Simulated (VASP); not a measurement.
# Pb3F (Pm-3m) in VASP: further runs

The runs below take Pb3F through single point, relaxation of cell and atoms, with PBE.

All numbers are computed with VASP 6.6.1; they aren't measurements. Logs are shortened: lines on timing, memory, paths and dates and some standing lists are left out, and cuts for length are marked.

### Step 1. The cell of the first run

It takes space group Pm-3m (No. 221, cubic). The conventional cell has a = 4.654 Å, b = 4.654 Å, c = 4.654 Å, α = 90.00°, β = 90.00°, γ = 90.00°. Within 4.3 Å of Pb (site symmetry 4/mmm) lie 8 Pb at 3.29 Å and 4 F at 3.29 Å. Within 4.3 Å of F (site symmetry m-3m) lie 12 Pb at 3.29 Å.

### Step 2. Single point, PBE

INCAR reads:

```
PREC = Accurate
ENCUT = 520
EDIFF = 1E-7
ISMEAR = 0
SIGMA = 0.1
LREAL = F
LASPH = T
NELM = 80
ALGO = Normal
ISIF = 2
LWAVE = F
LCHARG = T
GGA = PE
LELF = T
LVHAR = T
NBANDS = 32
```

KPOINTS reads:

```
regular mesh
0
Gamma
  4 4 4
```

POSCAR reads:

```
Pb3F
1.0
    4.6542280241      0.0000000000      0.0000000000
    0.0000000000      4.6542280241      0.0000000000
    0.0000000000      0.0000000000      4.6542280241
Pb F
3 1
Direct
    0.0000000000      0.5000000000      0.5000000000
    0.5000000000      0.0000000000      0.5000000000
    0.5000000000      0.5000000000      0.0000000000
    0.0000000000      0.0000000000      0.0000000000
```

Potentials or basis: VASP PAW PBE potentials, release 64 (Pb_d, F).

Started as:

```console
cat potpaw_PBE.64/Pb_d/POTCAR potpaw_PBE.64/F/POTCAR > POTCAR
mpirun -np 1 vasp_std > vasp.out
```

OUTCAR:

```text
PREC = Accurate
   ENCUT = 520
   EDIFF = 1E-7
   ISMEAR = 0
   LREAL = F
   LASPH = T
   NELM = 80
   ISIF = 2
   GGA = PE

 ion  position               nearest neighbor table
   1  0.000  0.500  0.500-   2 3.29   3 3.29   3 3.29   2 3.29   2 3.29   3 3.29   3 3.29   2 3.29

   2  0.500  0.000  0.500-   1 3.29   3 3.29   3 3.29   1 3.29   3 3.29   3 3.29   1 3.29   1 3.29

   3  0.500  0.500  0.000-   1 3.29   2 3.29   1 3.29   2 3.29   2 3.29   2 3.29   1 3.29   1 3.29

   4  0.000  0.000  0.000-

  LATTYP: Found a simple cubic cell.
 ALAT       =     4.6542280241

  Lattice vectors:

 A1 = (   4.6542280241,   0.0000000000,   0.0000000000)
 A2 = (   0.0000000000,   4.6542280241,   0.0000000000)
 A3 = (   0.0000000000,   0.0000000000,   4.6542280241)

Analysis of symmetry for initial positions (statically):
=====================================================================
 Subroutine PRICEL returns:
 Original cell was already a primitive cell.

 Routine SETGRP: Setting up the symmetry group for a
 simple cubic supercell.

 Subroutine GETGRP returns: Found 48 space group operations
 (whereof 48 operations were pure point group operations)
 out of a pool of 48 trial point group operations.

The static configuration has the point symmetry O_h .

Analysis of symmetry for dynamics (positions and initial velocities):
=====================================================================
 Subroutine PRICEL returns:
 Original cell was already a primitive cell.

 Routine SETGRP: Setting up the symmetry group for a
 simple cubic supercell.

 Subroutine GETGRP returns: Found 48 space group operations
 (whereof 48 operations were pure point group operations)
 out of a pool of 48 trial point group operations.

The dynamic configuration has the point symmetry O_h .

 Subroutine INISYM returns: Found 48 space group operations
 (whereof 48 operations are pure point group operations),
 and found     1 'primitive' translations

----------------------------------------------------------------------------------------

                                     Primitive cell

  volume of cell :     100.8191

  direct lattice vectors                    reciprocal lattice vectors
     4.654228024  0.000000000  0.000000000     0.214858403  0.000000000  0.000000000
     0.000000000  4.654228024  0.000000000     0.000000000  0.214858403  0.000000000
     0.000000000  0.000000000  4.654228024     0.000000000  0.000000000  0.214858403

  length of vectors
     4.654228024  4.654228024  4.654228024     0.214858403  0.214858403  0.214858403

  position of ions in fractional coordinates (direct lattice)
     0.000000000  0.500000000  0.500000000
     0.500000000  0.000000000  0.500000000
     0.500000000  0.500000000  0.000000000
     0.000000000  0.000000000  0.000000000

  ion indices of the primitive-cell ions
   primitive index   ion index
                 1           1
                 2           2
                 3           3
                 4           4

----------------------------------------------------------------------------------------

 KPOINTS: regular mesh

Automatic generation of k-mesh.
 Grid dimensions read from file:
 generate k-points for:    4    4    4

 Generating k-lattice:

  Cartesian coordinates                     Fractional coordinates (reciprocal lattice)
     0.053714601  0.000000000  0.000000000     0.250000000  0.000000000  0.000000000
     0.000000000  0.053714601  0.000000000     0.000000000  0.250000000  0.000000000
     0.000000000  0.000000000  0.053714601     0.000000000  0.000000000  0.250000000

  Length of vectors
     0.053714601  0.053714601  0.053714601

  Shift w.r.t. Gamma in fractional coordinates (k-lattice)
     0.000000000  0.000000000  0.000000000

 Subroutine IBZKPT returns following result:
 ===========================================

 Found     10 irreducible k-points:

 Following reciprocal coordinates:
            Coordinates               Weight
  0.000000  0.000000  0.000000      1.000000
  0.250000  0.000000  0.000000      6.000000
  0.500000  0.000000  0.000000      3.000000
  0.250000  0.250000  0.000000     12.000000
  0.500000  0.250000  0.000000     12.000000
  0.500000  0.500000  0.000000      3.000000
  0.250000  0.250000  0.250000      8.000000
  0.500000  0.250000  0.250000     12.000000
  0.500000  0.500000  0.250000      6.000000
  0.500000  0.500000  0.500000      1.000000
   k-points           NKPTS =     10   k-points in BZ     NKDIM =     10   number of bands    NBANDS=     32
   number of dos      NEDOS =    301   number of ions     NIONS =      4
   total plane-waves  NPLWV =  46656
   dimension x,y,z NGX =    36 NGY =   36 NGZ =   36
   dimension x,y,z NGXF=    72 NGYF=   72 NGZF=   72
   ions per type =               3   1
   NGX,Y,Z   is equivalent  to a cutoff of  12.86, 12.86, 12.86 a.u.
   NGXF,Y,Z  is equivalent  to a cutoff of  25.72, 25.72, 25.72 a.u.
 SYSTEM =  unknown system
   PREC   = accura    normal or accurate (medium, high low for compatibility)
   ISTART =      0    job   : 0-new  1-cont  2-samecut
   ICHARG =      2    charge: 1-file 2-atom 10-const
   ISPIN  =      1    spin polarized calculation?
   LNONCOLLINEAR =      F non collinear calculations
   LSORBIT =      F    spin-orbit coupling
   LASPH  =      T    aspherical Exc in radial PAW
   ENCUT  =  520.0 eV  38.22 Ry    6.18 a.u.   8.65  8.65  8.65*2*pi/ulx,y,z
   NELM   =     80;   NELMIN=  2; NELMDL= -5     # of ELM steps
   EDIFF  = 0.1E-06   stopping-criterion for ELM
   LREAL  =      F    real-space projection
   EDIFFG = 0.1E-05   stopping-criterion for IOM
   NSW    =      0    number of steps for IOM
   IBRION =     -1    ionic relax: 0-MD 1-quasi-New 2-CG
   NFREE  =      0    steps in history (QN), initial steepest desc. (CG)
   ISIF   =      2    stress and relaxation
   ISYM   =      2    0-nonsym 1-usesym 2-fastsym
   POTIM  = 0.5000    time-step for ionic-motion
   TEBEG  =    0.0;   TEEND  =   0.0 temperature during run
   PSTRESS=    0.0 pullay stress
   NELECT =      49.0000    total number of electrons
   NUPDOWN=      -1.0000    fix difference up-down
   EMIN   =  10.00;   EMAX   =-10.00  energy-range for DOS
   EFERMI =   0.00;   METHOD = LEGACY
   ISMEAR =     0;   SIGMA  =   0.10  broadening in eV -4-tet -1-fermi 0-gaus
   EFERMI_NEDOS =   21; number of points for ismear=-14 and -15
   IALGO  =     38    algorithm
   IMIX   =      4    mixing-type and parameters
     AMIX     =   0.40;   BMIX     =  1.00
     AMIX_MAG =   1.60;   BMIX_MAG =  1.00
  volume/ion in A,a.u.               =      25.20       170.09
  Fermi-wavevector in a.u.,A,eV,Ry     =   1.287140  2.432342 22.541180  1.656730
  Thomas-Fermi vector in A             =   2.419172
   LORBIT       =      0    0 simple, 1 ext, 2 COOP (PROOUT), +10 PAW based schemes
   GGA     = PE    functional components
   LHFCALC =     F    Hartree Fock is set to
   AEXX    =    0.0000 exact exchange contribution
   IVDW    =     0    specifies the selected vdW correction
   LEPSILON=     F    determine dielectric tensor
   LRPA    =     F    only Hartree local field effects (RPA)
 non-spin polarized calculation
 Gauss-broadening in eV      SIGMA  =   0.10
  energy-cutoff  :      520.00
  volume of cell :      100.82
 maximum number of plane-waves:      2800
 NGX is ok and might be reduce to    36
   NGX = 17   NGY = 17   NGZ = 17

 number of electron      48.9999993 magnetization

 Free energy of the ion-electron system (eV)
  ---------------------------------------------------
  ext. energy  EPLUGINS =         0.00000000
  ---------------------------------------------------
  free energy    TOTEN  =       -14.39954221 eV

  energy without entropy =      -14.38500551  energy(sigma->0) =      -14.39227386

 E-fermi :   5.9523     XC(G=0): -10.0762

 val. band max:        5.9212396967   @ k =   0.5000   0.5000   0.2500
 cond. band min:       6.4239428876   @ k =   0.2500   0.2500   0.2500
 fundamental gap:      0.5027031909
 Fermi energy:         5.9522781713

 k-point     1 :       0.0000    0.0000    0.0000
  band No.  band energies     occupation
      1     -15.2393      2.00000
      2     -11.0179      2.00000
      3     -11.0179      2.00000
      4     -11.0179      2.00000
      5     -10.9522      2.00000
      6     -10.8606      2.00000
[... 24 lines left out ...]
     31      12.7295      0.00000
     32      12.7295      0.00000

 k-point     2 :       0.2500    0.0000    0.0000
  band No.  band energies     occupation
      1     -15.2350      2.00000
      2     -11.0054      2.00000
      3     -10.9323      2.00000
      4     -10.9323      2.00000
      5     -10.8928      2.00000
      6     -10.8502      2.00000
[... 24 lines left out ...]
     31      11.9918      0.00000
     32      12.1077      0.00000

 k-point     3 :       0.5000    0.0000    0.0000
  band No.  band energies     occupation
      1     -15.2307      2.00000
      2     -10.9918      2.00000
      3     -10.8469      2.00000
      4     -10.7961      2.00000
      5     -10.7518      2.00000
      6     -10.7518      2.00000
[... 24 lines left out ...]
     31      11.7044      0.00000
     32      15.0262      0.00000

 k-point     4 :       0.2500    0.2500    0.0000
  band No.  band energies     occupation
      1     -15.2319      2.00000
      2     -10.9442      2.00000
      3     -10.9239      2.00000
      4     -10.8971      2.00000
      5     -10.8260      2.00000
      6     -10.8235      2.00000
[... 164 lines left out ...]
     31      12.6040      0.00000
     32      13.8841      0.00000

 k-point     9 :       0.5000    0.5000    0.2500
  band No.  band energies     occupation
      1     -15.2282      2.00000
      2     -10.8717      2.00000
      3     -10.8717      2.00000
      4     -10.8435      2.00000
      5     -10.8122      2.00000
      6     -10.8122      2.00000
[... 24 lines left out ...]
     31      13.2814      0.00000
     32      14.0744      0.00000

 k-point    10 :       0.5000    0.5000    0.5000
  band No.  band energies     occupation
      1     -15.2299      2.00000
      2     -10.8850      2.00000
      3     -10.8850      2.00000
      4     -10.8850      2.00000
      5     -10.8593      2.00000
      6     -10.8593      2.00000
[... 24 lines left out ...]
     31      14.2692      0.00000
     32      14.2692      0.00000

------------------------ aborting loop because EDIFF is reached ----------------------------------------

  FORCE on cell =-STRESS in cart. coord.  units (eV):
  Direction    XX          YY          ZZ          XY          YZ          ZX
  --------------------------------------------------------------------------------------
  -------------------------------------------------------------------------------------
  Total        1.3166015      1.3166015      1.3166015      0.0000000     -0.0000000      0.0000000
  in kB       20.9229045     20.9229045     20.9229045      0.0000000     -0.0000000      0.0000000
  external PRESSURE =      20.9229045 kB  Pullay stress =       0.0000000 kB

 VOLUME and BASIS-vectors are now :
 -----------------------------------------------------------------------------
  energy-cutoff  :      520.00
  volume of cell :      100.82
      direct lattice vectors                 reciprocal lattice vectors
     4.654228024  0.000000000  0.000000000     0.214858403  0.000000000  0.000000000
     0.000000000  4.654228024  0.000000000     0.000000000  0.214858403  0.000000000
     0.000000000  0.000000000  4.654228024     0.000000000  0.000000000  0.214858403

 POSITION                                       TOTAL-FORCE (eV/Angst)
 -----------------------------------------------------------------------------------
      0.00000      2.32711      2.32711         0.000000      0.000000      0.000000
      2.32711      0.00000      2.32711         0.000000      0.000000      0.000000
      2.32711      2.32711      0.00000         0.000000      0.000000      0.000000
      0.00000      0.00000      0.00000         0.000000      0.000000      0.000000
 -----------------------------------------------------------------------------------
    total drift:                                0.000000      0.000000      0.000000

  FREE ENERGIE OF THE ION-ELECTRON SYSTEM (eV)
  ---------------------------------------------------
  free  energy   TOTEN  =       -14.3995422087 eV

  energy  without entropy=      -14.3850055134  energy(sigma->0) =      -14.39227386
```

Run time: 17 s. Hardware: 1 thread of Intel Xeon 6975P-C (Granite Rapids), shared host; peak memory 0.2 GiB.

Results:

* Free energy: -14.3995 eV
* Pressure: 2.1 GPa
* Band gap on the k mesh: zero (an odd number of electrons rules out a gap without spin polarisation)

Levels at points of the mesh, in eV from the Fermi level:
```tsv
k point	band 22	band 23	band 24	band 25	band 26	band 27	band 28	band 29
(0.00, 0.00, 0.00)	-3.47	-1.11	-1.11	-1.11	3.74	3.74	3.74	4.86
(0.50, 0.00, 0.00)	-2.66	-0.71	-0.71	1.71	2.10	2.10	2.16	2.20
(0.50, 0.50, 0.00)	-2.74	-2.24	-0.27	1.32	1.78	1.78	2.66	2.66
(0.50, 0.50, 0.50)	-3.96	-3.96	-0.57	-0.57	-0.57	6.12	7.39	7.39
```

Caveat: spin-orbit coupling is left out, which moves the levels of the heavy elements; an odd number of electrons without spin polarisation forces a metal; a magnetic or distorted state may lie lower.

[end of part 1 of 2]
